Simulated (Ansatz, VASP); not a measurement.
Two plane-wave programs on Rb3SiS

```
Rb Si S
1.0
    -6.35475    0.00749    0.01563
     0.01580    0.01343   -6.35262
     0.01525  -12.70064    0.02722
Rb Si S
6 2 2
Cartesian
  -3.2091 -9.5097 -6.3351
  -3.1505 -3.2226 -6.3150
  -3.1406 -6.3502 -3.1190
  -3.1537 -0.0020 -3.1166
  -6.3459 -9.5766 -3.1867
  -6.3344 -3.1601 -3.1071
  0.0385 -6.2210 -6.3602
  0.0172 0.0680 -6.4402
  -3.1643 -9.5247 -3.1633
  -3.1594 -3.1723 -3.1380
```

Change from the starting cell: cell x2, atoms moved at random (sigma 0.1 Å) and cell strained at random (1.5 %), then relaxed without symmetry.

Alike in both runs: functional PBE; k mesh 4 × 4 × 2; occupations gaussian, width 0.2 eV; no spin polarisation.

Ansatz relaxed the structure, and its values are those at the end. VASP's run is a single point on that final structure, the one shown.

```csv
,VASP,Ansatz
version,VASP 6.6.1,Ansatz 0.2.0
potentials or method,"VASP PAW PBE potentials, release 64 (Rb_sv, Si, S), cutoff 520 eV","scalar-relativistic, plane waves, PAW"
valence electrons in the cell,74,74
```

|  | VASP | Ansatz | Ansatz less VASP |
| --- | --- | --- | --- |
| gap on the k mesh at the Fermi level (eV) | none | none | - |
| pressure (GPa) | 0.0 | 0.0 | -0.01 |
| rms of the force components (eV/Å) | 0.005 | 0.005 | 0.0000 |

A gap of «none» marks a metal or a gap that the smearing closes.
